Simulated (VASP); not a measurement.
# Sr2O in VASP: a series of runs

Sr2O is run at these levels: PBE; tasks: single point.

Program: VASP 6.6.1. These are calculated values, not measurements. Logs are shortened: lines on timing, memory, paths and dates and some standing lists are left out, and cuts for length are marked.

## Step 1: The cell of the first run

The cell holds a sheet with vacuum, 3 atoms: a = 3.872 Å, b = 3.872 Å, c = 18.000 Å, α = 90.00°, β = 90.00°, γ = 120.00°.

## Step 2: Single point, PBE

The input, INCAR:

```
SYSTEM = Sr2O
PREC = Accurate
ENCUT = 520
EDIFF = 1E-6
ISMEAR = 0
SIGMA = 0.1
LREAL = .False.
LASPH = .True.
NELM = 80
ALGO = Normal
ISIF = 2
LWAVE = .False.
LCHARG = .False.
LDIPOL = .True.
IDIPOL = 3
DIPOL = 0.5 0.5 0.500
GGA = PE
NBANDS = 20
```

The input, KPOINTS:

```
Automatic mesh
0
Gamma
  6 6 1
  0 0 0
```

The input, POSCAR:

```
Sr2O
1.0
    3.8718417900      0.0000000000      0.0000000000
   -1.9359208900      3.3531136100      0.0000000000
    0.0000000000      0.0000000000     18.0000000000
Sr O
2 1
Direct
    0.3333333300      0.6666666700      0.4138729500
    0.6666666700      0.3333333300      0.5861270500
    0.0000000000      0.0000000000      0.5000000000
```

Potentials or basis: VASP PAW PBE potentials, release 64 (Sr_sv, O).

The run is started by

```console
> cat potpaw_PBE.64/Sr_sv/POTCAR potpaw_PBE.64/O/POTCAR > POTCAR
> mpirun -np 1 vasp_std > vasp.out
```

OUTCAR:

```text
SYSTEM = Sr2O
   PREC = Accurate
   ENCUT = 520
   EDIFF = 1E-6
   ISMEAR = 0
   LREAL = .False.
   LASPH = .True.
   NELM = 80
   ISIF = 2
   GGA = PE

 ion  position               nearest neighbor table
   1  0.333  0.667  0.414-   3 2.72   3 2.72   3 2.72   2 3.82   2 3.82   2 3.82
   2  0.667  0.333  0.586-   3 2.72   3 2.72   3 2.72   1 3.82   1 3.82   1 3.82
   3  0.000  0.000  0.500-   1 2.72   2 2.72   2 2.72   1 2.72   2 2.72   1 2.72

  LATTYP: Found a hexagonal cell.
 ALAT       =     3.8718417900
 C/A-ratio  =     4.6489502868

  Lattice vectors:

 A1 = (   3.8718417900,   0.0000000000,   0.0000000000)
 A2 = (  -1.9359208900,   3.3531136100,   0.0000000000)
 A3 = (   0.0000000000,   0.0000000000,  18.0000000000)

Analysis of symmetry for initial positions (statically):
=====================================================================
 Subroutine PRICEL returns:
 Original cell was already a primitive cell.

 Routine SETGRP: Setting up the symmetry group for a
 hexagonal supercell.

 Subroutine GETGRP returns: Found 12 space group operations
 (whereof 12 operations were pure point group operations)
 out of a pool of 24 trial point group operations.

The static configuration has the point symmetry D_3d.

Analysis of symmetry for dynamics (positions and initial velocities):
=====================================================================
 Subroutine PRICEL returns:
 Original cell was already a primitive cell.

 Routine SETGRP: Setting up the symmetry group for a
 hexagonal supercell.

 Subroutine GETGRP returns: Found 12 space group operations
 (whereof 12 operations were pure point group operations)
 out of a pool of 24 trial point group operations.

The dynamic configuration has the point symmetry D_3d.

 Subroutine INISYM returns: Found 12 space group operations
 (whereof 12 operations are pure point group operations),
 and found     1 'primitive' translations

----------------------------------------------------------------------------------------

                                     Primitive cell

  volume of cell :     233.6891

  direct lattice vectors                    reciprocal lattice vectors
     3.871841790  0.000000000  0.000000000     0.258275016  0.149115138  0.000000000
    -1.935920890  3.353113610  0.000000000     0.000000000  0.298230277  0.000000000
     0.000000000  0.000000000 18.000000000     0.000000000  0.000000000  0.055555556

  length of vectors
     3.871841790  3.871842013 18.000000000     0.298230294  0.298230277  0.055555556

  position of ions in fractional coordinates (direct lattice)
     0.333333330  0.666666670  0.413872950
     0.666666670  0.333333330  0.586127050
     0.000000000  0.000000000  0.500000000

  ion indices of the primitive-cell ions
   primitive index   ion index
                 1           1
                 2           2
                 3           3

----------------------------------------------------------------------------------------

 KPOINTS: Automatic mesh

Automatic generation of k-mesh.
 Grid dimensions read from file:
 generate k-points for:    6    6    1

 Generating k-lattice:

  Cartesian coordinates                     Fractional coordinates (reciprocal lattice)
     0.043045836  0.024852523  0.000000000     0.166666667 -0.000000000  0.000000000
     0.000000000  0.049705046  0.000000000     0.000000000  0.166666667  0.000000000
     0.000000000  0.000000000  0.055555556     0.000000000  0.000000000  1.000000000

  Length of vectors
     0.049705049  0.049705046  0.055555556

  Shift w.r.t. Gamma in fractional coordinates (k-lattice)
     0.000000000  0.000000000  0.000000000

 Subroutine IBZKPT returns following result:
 ===========================================

 Found      7 irreducible k-points:

 Following reciprocal coordinates:
            Coordinates               Weight
  0.000000  0.000000  0.000000      1.000000
  0.166667 -0.000000  0.000000      6.000000
  0.333333 -0.000000  0.000000      6.000000
  0.500000 -0.000000  0.000000      3.000000
  0.166667  0.166667  0.000000      6.000000
  0.333333  0.166667  0.000000     12.000000
  0.333333  0.333333  0.000000      2.000000
   k-points           NKPTS =      7   k-points in BZ     NKDIM =      7   number of bands    NBANDS=     20
   number of dos      NEDOS =    301   number of ions     NIONS =      3
   total plane-waves  NPLWV = 126000
   dimension x,y,z NGX =    30 NGY =   30 NGZ =  140
   dimension x,y,z NGXF=    60 NGYF=   60 NGZF=  280
   ions per type =               2   1
   NGX,Y,Z   is equivalent  to a cutoff of  12.88, 12.88, 12.93 a.u.
   NGXF,Y,Z  is equivalent  to a cutoff of  25.76, 25.76, 25.86 a.u.
 SYSTEM =  Sr2O
   PREC   = accura    normal or accurate (medium, high low for compatibility)
   ISTART =      0    job   : 0-new  1-cont  2-samecut
   ICHARG =      2    charge: 1-file 2-atom 10-const
   ISPIN  =      1    spin polarized calculation?
   LNONCOLLINEAR =      F non collinear calculations
   LSORBIT =      F    spin-orbit coupling
   LASPH  =      T    aspherical Exc in radial PAW
   ENCUT  =  520.0 eV  38.22 Ry    6.18 a.u.   7.20  7.20 33.47*2*pi/ulx,y,z
   NELM   =     80;   NELMIN=  2; NELMDL= -5     # of ELM steps
   EDIFF  = 0.1E-05   stopping-criterion for ELM
   LREAL  =      F    real-space projection
   EDIFFG = 0.1E-04   stopping-criterion for IOM
   NSW    =      0    number of steps for IOM
   IBRION =     -1    ionic relax: 0-MD 1-quasi-New 2-CG
   NFREE  =      0    steps in history (QN), initial steepest desc. (CG)
   ISIF   =      2    stress and relaxation
   ISYM   =      2    0-nonsym 1-usesym 2-fastsym
   POTIM  = 0.5000    time-step for ionic-motion
   TEBEG  =    0.0;   TEEND  =   0.0 temperature during run
   PSTRESS=    0.0 pullay stress
   NELECT =      26.0000    total number of electrons
   NUPDOWN=      -1.0000    fix difference up-down
   EMIN   =  10.00;   EMAX   =-10.00  energy-range for DOS
   EFERMI =   0.00;   METHOD = LEGACY
   ISMEAR =     0;   SIGMA  =   0.10  broadening in eV -4-tet -1-fermi 0-gaus
   EFERMI_NEDOS =   21; number of points for ismear=-14 and -15
   IALGO  =     38    algorithm
   IMIX   =      4    mixing-type and parameters
     AMIX     =   0.40;   BMIX     =  1.00
     AMIX_MAG =   1.60;   BMIX_MAG =  1.00
  volume/ion in A,a.u.               =      77.90       525.67
  Fermi-wavevector in a.u.,A,eV,Ry     =   0.787384  1.487940  8.435249  0.619973
  Thomas-Fermi vector in A             =   1.892113
   LORBIT       =      0    0 simple, 1 ext, 2 COOP (PROOUT), +10 PAW based schemes
   GGA     = PE    functional components
   LHFCALC =     F    Hartree Fock is set to
   AEXX    =    0.0000 exact exchange contribution
   IVDW    =     0    specifies the selected vdW correction
   LEPSILON=     F    determine dielectric tensor
   LRPA    =     F    only Hartree local field effects (RPA)
 non-spin polarized calculation
 Gauss-broadening in eV      SIGMA  =   0.10
  energy-cutoff  :      520.00
  volume of cell :      233.69
 maximum number of plane-waves:      6309
 NGX is ok and might be reduce to    30
   NGX = 15   NGY = 15   NGZ = 67

 dipolmoment           0.000000      0.000000      0.000000 electrons x Angstroem

 number of electron      26.0000003 magnetization

 dipolmoment           0.000000      0.000000     -0.000000 electrons x Angstroem

 Free energy of the ion-electron system (eV)
  ---------------------------------------------------
  ext. energy  EPLUGINS =         0.00000000
  ---------------------------------------------------
  free energy    TOTEN  =       -12.34881995 eV

  energy without entropy =      -12.33680001  energy(sigma->0) =      -12.34280998

 E-fermi :  -0.8281     XC(G=0):  -4.0914

 val. band max:       -0.8730887189   @ k =   0.5000  -0.0000   0.0000
 cond. band min:      -0.7905168153   @ k =   0.3333  -0.0000   0.0000
 fundamental gap:      0.0825719036
 Fermi energy:        -0.8280792474

 k-point     1 :       0.0000    0.0000    0.0000
  band No.  band energies     occupation
      1     -37.3990      2.00000
      2     -37.3660      2.00000
      3     -20.1225      2.00000
      4     -19.2940      2.00000
      5     -19.2102      2.00000
      6     -19.2102      2.00000
[... 12 lines left out ...]
     19       1.7643      0.00000
     20       2.4193      0.00000

 k-point     2 :       0.1667   -0.0000    0.0000
  band No.  band energies     occupation
      1     -37.3879      2.00000
      2     -37.3590      2.00000
      3     -20.0968      2.00000
      4     -19.3543      2.00000
      5     -19.2959      2.00000
      6     -19.2652      2.00000
[... 12 lines left out ...]
     19       2.1967      0.00000
     20       2.2481      0.00000

 k-point     3 :       0.3333   -0.0000    0.0000
  band No.  band energies     occupation
      1     -37.3646      2.00000
      2     -37.3461      2.00000
      3     -20.1105      2.00000
      4     -19.5379      2.00000
      5     -19.4060      2.00000
      6     -19.3023      2.00000
[... 12 lines left out ...]
     19       2.4933      0.00000
     20       2.9646      0.00000

 k-point     4 :       0.5000   -0.0000    0.0000
  band No.  band energies     occupation
      1     -37.3513      2.00000
      2     -37.3413      2.00000
      3     -20.1598      2.00000
      4     -19.6161      2.00000
      5     -19.3934      2.00000
      6     -19.3303      2.00000
[... 12 lines left out ...]
     19       3.3199      0.00000
     20       3.3736      0.00000

 k-point     5 :       0.1667    0.1667    0.0000
  band No.  band energies     occupation
      1     -37.3707      2.00000
      2     -37.3491      2.00000
      3     -20.0867      2.00000
      4     -19.4634      2.00000
      5     -19.4152      2.00000
      6     -19.2882      2.00000
[... 12 lines left out ...]
     19       2.0486      0.00000
     20       2.8813      0.00000

 k-point     6 :       0.3333    0.1667    0.0000
  band No.  band energies     occupation
      1     -37.3515      2.00000
      2     -37.3411      2.00000
      3     -20.1150      2.00000
      4     -19.5708      2.00000
      5     -19.4264      2.00000
      6     -19.3813      2.00000
[... 12 lines left out ...]
     19       2.6388      0.00000
     20       2.9988      0.00000

 k-point     7 :       0.3333    0.3333    0.0000
  band No.  band energies     occupation
      1     -37.3417      2.00000
      2     -37.3417      2.00000
      3     -20.0830      2.00000
      4     -19.5293      2.00000
      5     -19.5293      2.00000
      6     -19.4380      2.00000
[... 12 lines left out ...]
     19       2.8436      0.00000
     20       2.8436      0.00000

------------------------ aborting loop because EDIFF is reached ----------------------------------------

 vacuum level on the upper side and lower side of the slab       (xc-potential included)        -0.219        -0.219

  FORCE on cell =-STRESS in cart. coord.  units (eV):
  Direction    XX          YY          ZZ          XY          YZ          ZX
  --------------------------------------------------------------------------------------
  -------------------------------------------------------------------------------------
  Total       -1.1311858     -1.1311859     -1.1618986     -0.0000000      0.0000000     -0.0000000
  in kB       -7.7554346     -7.7554358     -7.9660024     -0.0000000      0.0000000     -0.0000000
  external PRESSURE =      -7.8256243 kB  Pullay stress =       0.0000000 kB

 VOLUME and BASIS-vectors are now :
 -----------------------------------------------------------------------------
  energy-cutoff  :      520.00
  volume of cell :      233.69
      direct lattice vectors                 reciprocal lattice vectors
     3.871841790  0.000000000  0.000000000     0.258275016  0.149115138  0.000000000
    -1.935920890  3.353113610  0.000000000     0.000000000  0.298230277  0.000000000
     0.000000000  0.000000000 18.000000000     0.000000000  0.000000000  0.055555556

 POSITION                                       TOTAL-FORCE (eV/Angst)
 -----------------------------------------------------------------------------------
     -0.00000      2.23541      7.44971        -0.000000      0.000000      0.366226
      1.93592      1.11770     10.55029         0.000000     -0.000000     -0.366226
      0.00000      0.00000      9.00000         0.000000      0.000000      0.000000
 -----------------------------------------------------------------------------------
    total drift:                                0.000000     -0.000000      0.000000

  FREE ENERGIE OF THE ION-ELECTRON SYSTEM (eV)
  ---------------------------------------------------
  free  energy   TOTEN  =       -12.3488199482 eV

  energy  without entropy=      -12.3368000144  energy(sigma->0) =      -12.34280998

 vacuum level on the upper side and lower side of the slab         2.382         2.382
```

Wall time 43 s (1 thread of Intel Xeon 6975P-C (Granite Rapids), shared host); peak memory 0.34 GiB.

Results:

| Quantity | Value |
| --- | --- |
| Free energy | -12.3488 eV |
| Largest force | 0.366 eV/Å |
| Band gap on the k mesh | zero (band 13 reaches -0.06 eV, above the bottom of band 14 at -1.63 eV) |

Forces on the atoms (eV/Å):
```
Sr   0.000  0.000  0.366
Sr   0.000  0.000 -0.366
O    0.000  0.000  0.000
```

Levels at points of the mesh, in eV from the Fermi level:
```
           k point  band 10  band 11  band 12  band 13  band 14  band 15  band 16  band 17
(0.00, 0.00, 0.00)    -4.57    -3.72    -3.72    -2.06    -0.80     1.19     1.38     2.39
(0.50, 0.00, 0.00)    -4.47    -3.87    -3.77    -0.05     0.80     0.80     1.13     2.06
```

## Step 3: Single point, PBE

The input, INCAR:

```
PREC = Accurate
ENCUT = 520
EDIFF = 1E-6
ISMEAR = 0
SIGMA = 0.1
LREAL = False
LASPH = True
NELM = 60
ALGO = Normal
ISIF = 2
LWAVE = False
LCHARG = False
LDIPOL = True
IDIPOL = 3
DIPOL = 0.5 0.5 0.500
GGA = PE
NBANDS = 20
```

The input, KPOINTS:

```
regular mesh
0
Gamma
  6 6 1
```

POSCAR is that of step 2.

Potentials or basis: VASP PAW PBE potentials, release 64 (Sr_sv, O).

The run is started by

```console
> cat potpaw_PBE.64/Sr_sv/POTCAR potpaw_PBE.64/O/POTCAR > POTCAR
> mpirun -np 1 vasp_std > vasp.out
```

It took 45 s on 1 thread of Intel Xeon 6975P-C (Granite Rapids), shared host; peak memory 0.34 GiB.

The run converged. Its results:

| Quantity | Value |
| --- | --- |
| Free energy | -12.3488 eV |
| Largest force | 0.366 eV/Å |
| Band gap on the k mesh | zero (band 13 reaches -0.06 eV, above the bottom of band 14 at -1.63 eV) |

Forces in eV/Å, atoms in the order of the input:
```
Sr   0.000  0.000  0.366
Sr   0.000  0.000 -0.366
O    0.000  0.000  0.000
```

Levels at points of the mesh, in eV from the Fermi level:
```
           k point  band 9  band 10  band 11  band 12  band 13  band 14  band 15  band 16  band 17  band 18
(0.00, 0.00, 0.00)  -17.35    -4.57    -3.72    -3.72    -2.06    -0.80     1.19     1.38     2.39     2.59
(0.50, 0.00, 0.00)  -17.34    -4.47    -3.87    -3.77    -0.05     0.80     0.80     1.13     2.06     3.17
```
